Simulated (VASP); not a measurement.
Runs of VASP 6.6.1 on InP. The structure is that of space group F-43m (No. 216), or close to it. The cells are those of the table. 

```tsv
cell	gap on the mesh (eV)	pressure (GPa)
a = 4.269 Å, angles 60.0°, 2 atoms	0.23	-2.2
a = 4.182 Å, angles 60.0°, 2 atoms	0.56	(a)
a = 4.242 Å, angles 60.0°, 2 atoms	0.33	(c)
a = 4.214 Å, angles 60.0°, 2 atoms	0.44	0.0
a = 4.158 Å, angles 60.0°, 2 atoms	0.66	(b)
```

Alike in all rows: task single point; level PBE; potentials or basis VASP PAW PBE potentials, release 64 (In_d, P); no spin polarisation; k mesh 10 × 10 × 10; cutoff (eV) 520; smearing gaussian 0.05 eV.

Question: Estimate the missing entries.

Answer: (a) 1.4; (b) 2.6; (c) -1.2.

Caveats: spin-orbit coupling is left out, which moves the levels of the heavy elements.

A k mesh can miss the band edges, and the runs leave out spin-orbit coupling on In.
